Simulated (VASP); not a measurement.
# BP (F-43m) in VASP: single point with PBE

Aim: the single point of BP with PBE.

All numbers are computed with VASP 6.6.1; they aren't measurements. Logs are shortened: lines on timing, memory, paths and dates and some standing lists are left out, and cuts for length are marked.

**1. The cell of the first run**

The structure is cubic, space group F-43m (No. 216). The conventional cell has a = 4.538 Å, b = 4.538 Å, c = 4.538 Å, α = 90.00°, β = 90.00°, γ = 90.00°. B (site symmetry -43m) has 4 P at 1.97 Å within 2.6 Å. P (site symmetry -43m) has 4 B at 1.97 Å within 2.6 Å.

**2. Single point, PBE**

The input, INCAR:

```
SYSTEM = BP
  PREC = Accurate
  ENCUT = 520
  EDIFF = 1E-6
  ISMEAR = -1
  SIGMA = 0.05
  LREAL = .FALSE.
  LASPH = .TRUE.
  NELM = 80
  ALGO = Normal
  ISIF = 2
  LWAVE = .FALSE.
  LCHARG = .FALSE.
  GGA = PE
  NBANDS = 11
```

The input, KPOINTS:

```
regular mesh
0
G
  8 8 8
  0 0 0
```

The input, POSCAR:

```
BP
1.0
    3.2088510000      0.0000000000      0.0000000000
    1.6044255000      2.7789464830      0.0000000000
    1.6044255000      0.9263154943      2.6200158702
B P
1 1
Direct
    0.0000000000      0.0000000000      0.0000000000
    0.2500000000      0.2500000000      0.2500000000
```

Potentials or basis: VASP PAW PBE potentials, release 64 (B, P).

Command:

```
$ cat potpaw_PBE.64/B/POTCAR potpaw_PBE.64/P/POTCAR > POTCAR
$ mpirun -np 1 vasp_std > vasp.out
```

OUTCAR:

```text
SYSTEM = BP
   PREC = Accurate
   ENCUT = 520
   EDIFF = 1E-6
   ISMEAR = -1
   LREAL = .FALSE.
   LASPH = .TRUE.
   NELM = 80
   ISIF = 2
   GGA = PE

 ion  position               nearest neighbor table
   1  0.000  0.000  0.000-   2 1.97   2 1.97   2 1.97   2 1.97
   2  0.250  0.250  0.250-   1 1.97   1 1.97   1 1.97   1 1.97

  LATTYP: Found a face centered cubic cell.
 ALAT       =     4.5380006039

  Lattice vectors:

 A1 = (   3.2088510000,   0.0000000000,   0.0000000000)
 A2 = (   1.6044255000,   2.7789464830,   0.0000000000)
 A3 = (   1.6044255000,   0.9263154943,   2.6200158702)

Analysis of symmetry for initial positions (statically):
=====================================================================
 Subroutine PRICEL returns:
 Original cell was already a primitive cell.

 Routine SETGRP: Setting up the symmetry group for a
 face centered cubic supercell.

 Subroutine GETGRP returns: Found 24 space group operations
 (whereof 24 operations were pure point group operations)
 out of a pool of 48 trial point group operations.

The static configuration has the point symmetry T_d .

Analysis of symmetry for dynamics (positions and initial velocities):
=====================================================================
 Subroutine PRICEL returns:
 Original cell was already a primitive cell.

 Routine SETGRP: Setting up the symmetry group for a
 face centered cubic supercell.

 Subroutine GETGRP returns: Found 24 space group operations
 (whereof 24 operations were pure point group operations)
 out of a pool of 48 trial point group operations.

The dynamic configuration has the point symmetry T_d .

 Subroutine INISYM returns: Found 24 space group operations
 (whereof 24 operations are pure point group operations),
 and found     1 'primitive' translations

----------------------------------------------------------------------------------------

                                     Primitive cell

  volume of cell :      23.3633

  direct lattice vectors                    reciprocal lattice vectors
     3.208851000  0.000000000  0.000000000     0.311638029 -0.179924300 -0.127225692
     1.604425500  2.778946483  0.000000000     0.000000000  0.359848600 -0.127225692
     1.604425500  0.926315494  2.620015870     0.000000000  0.000000000  0.381677077

  length of vectors
[... 87 lines left out ...]
   NFREE  =      0    steps in history (QN), initial steepest desc. (CG)
   ISIF   =      2    stress and relaxation
   ISYM   =      2    0-nonsym 1-usesym 2-fastsym
   POTIM  = 0.5000    time-step for ionic-motion
   TEBEG  =    0.0;   TEEND  =   0.0 temperature during run
   PSTRESS=    0.0 pullay stress
   NELECT =       8.0000    total number of electrons
   NUPDOWN=      -1.0000    fix difference up-down
   EMIN   =  10.00;   EMAX   =-10.00  energy-range for DOS
   EFERMI =   0.00;   METHOD = LEGACY
   ISMEAR =    -1;   SIGMA  =   0.05  broadening in eV -4-tet -1-fermi 0-gaus
   EFERMI_NEDOS =   21; number of points for ismear=-14 and -15
   IALGO  =     38    algorithm
   IMIX   =      4    mixing-type and parameters
     AMIX     =   0.40;   BMIX     =  1.00
     AMIX_MAG =   1.60;   BMIX_MAG =  1.00
  volume/ion in A,a.u.               =      11.68        78.83
  Fermi-wavevector in a.u.,A,eV,Ry     =   1.145320  2.164341 17.847558  1.311758
  Thomas-Fermi vector in A             =   2.282009
   LORBIT       =      0    0 simple, 1 ext, 2 COOP (PROOUT), +10 PAW based schemes
   GGA     = PE    functional components
   LHFCALC =     F    Hartree Fock is set to
   AEXX    =    0.0000 exact exchange contribution
   IVDW    =     0    specifies the selected vdW correction
   LEPSILON=     F    determine dielectric tensor
   LRPA    =     F    only Hartree local field effects (RPA)
 non-spin polarized calculation
  energy-cutoff  :      520.00
  volume of cell :       23.36
 maximum number of plane-waves:       638
   NGX = 11   NGY = 11   NGZ = 11

 number of electron       8.0000000 magnetization

 Free energy of the ion-electron system (eV)
  ---------------------------------------------------
  ext. energy  EPLUGINS =         0.00000000
  ---------------------------------------------------
  free energy    TOTEN  =       -12.92861570 eV

  energy without entropy =      -12.92861562  energy(sigma->0) =      -12.92861566

 E-fermi :   8.0477     XC(G=0): -10.9068

 val. band max:        7.4338270634   @ k =   0.0000   0.0000   0.0000
 cond. band min:       8.7027850193   @ k =   0.3750   0.3750   0.0000
 fundamental gap:      1.2689579559
 Fermi energy:         8.0476513364

 k-point     1 :       0.0000    0.0000    0.0000
  band No.  band energies     occupation
      1      -8.0269      2.00000
      2       7.4338      1.99999
      3       7.4338      1.99999
      4       7.4338      1.99999
      5      10.8341      0.00000
      6      10.8341      0.00000
      7      10.8341      0.00000
      8      14.8081      0.00000
      9      18.9462      0.00000
     10      19.5619      0.00000
     11      19.5619      0.00000
[... 309 lines left out ...]
 k-point    24 :      -0.3750    0.2500    0.1250
  band No.  band energies     occupation
      1      -4.0447      2.00000
      2      -1.0147      2.00000
      3       2.9068      2.00000
      4       4.3178      2.00000
      5      11.6256      0.00000
      6      12.6323      0.00000
      7      15.7428      0.00000
      8      17.2234      0.00000
      9      17.8882      0.00000
     10      21.8536      0.00000
     11      24.2855      0.00000

 [... further k-points ...]

------------------------ aborting loop because EDIFF is reached ----------------------------------------

  FORCE on cell =-STRESS in cart. coord.  units (eV):
  Direction    XX          YY          ZZ          XY          YZ          ZX
  --------------------------------------------------------------------------------------
  -------------------------------------------------------------------------------------
  Total        0.1319736      0.1319736      0.1319736     -0.0000000     -0.0000000     -0.0000000
  in kB        9.0503182      9.0503182      9.0503182     -0.0000000     -0.0000000     -0.0000000
  external PRESSURE =       9.0503182 kB  Pullay stress =       0.0000000 kB

 VOLUME and BASIS-vectors are now :
 -----------------------------------------------------------------------------
  energy-cutoff  :      520.00
  volume of cell :       23.36
      direct lattice vectors                 reciprocal lattice vectors
     3.208851000  0.000000000  0.000000000     0.311638029 -0.179924300 -0.127225692
     1.604425500  2.778946483  0.000000000     0.000000000  0.359848600 -0.127225692
     1.604425500  0.926315494  2.620015870     0.000000000  0.000000000  0.381677077

 POSITION                                       TOTAL-FORCE (eV/Angst)
 -----------------------------------------------------------------------------------
      0.00000      0.00000      0.00000         0.000000      0.000000      0.000000
      1.60443      0.92632      0.65500        -0.000000     -0.000000     -0.000000
 -----------------------------------------------------------------------------------
    total drift:                                0.000000      0.000000      0.000000

  FREE ENERGIE OF THE ION-ELECTRON SYSTEM (eV)
  ---------------------------------------------------
  free  energy   TOTEN  =       -12.9286156974 eV

  energy  without entropy=      -12.9286156220  energy(sigma->0) =      -12.92861566
```

It took 5.5 s on 1 thread of Intel Xeon 8259CL, shared host; peak memory 0.13 GiB.

Results:

```yaml
Free_energy: -12.9286 eV
Pressure: 0.9 GPa
Band_gap_on_the_k_mesh: 1.27 eV, indirect (least direct gap 3.40 eV)
```

A k mesh can miss the band edges. Expect the measured gap to be larger: semilocal functionals such as PBE lack the derivative discontinuity.
